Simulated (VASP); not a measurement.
# Ba: single point with PBE

The system is Ba.

```
CELL_PARAMETERS angstrom
4.36898 0.00000 0.00000
-2.18449 3.78364 0.00000
0.00000 0.00000 14.26908
ATOMIC_POSITIONS crystal
Ba 0.00000 0.00000 0.00000
Ba 0.00000 0.00000 0.50000
Ba 0.33333 0.66667 0.25000
Ba 0.66667 0.33333 0.75000
```

This isn't the form of Ba at room conditions, which is bcc.

```
Program             : VASP 6.6.1
Task                : single point
Functional          : PBE
Potentials or basis : VASP PAW PBE potentials, release 64 (Ba_sv)
Cutoff              : 520 eV
k mesh              : 9 × 9 × 3
Occupations         : fermi-dirac, width 0.1 eV
Spin                : no spin polarisation
```

The pressure is 0.8 GPa and the band gap on the k mesh is zero (bands 20 and 21 overlap by 0.21 eV).

Levels at points of the mesh, in eV from the Fermi level:
| k point | band 17 | band 18 | band 19 | band 20 | band 21 | band 22 | band 23 | band 24 |
| --- | --- | --- | --- | --- | --- | --- | --- | --- |
| (0.00, 0.00, 0.00) | -2.82 | -1.80 | -1.80 | -0.99 | 1.03 | 1.07 | 1.26 | 1.70 |

It took 89 s on 1 thread of AMD EPYC 7R13 Processor (Zen 3) (shared host), peak memory 0.34 GiB.

Caveat: spin-orbit coupling is left out, which moves the levels of the heavy elements.
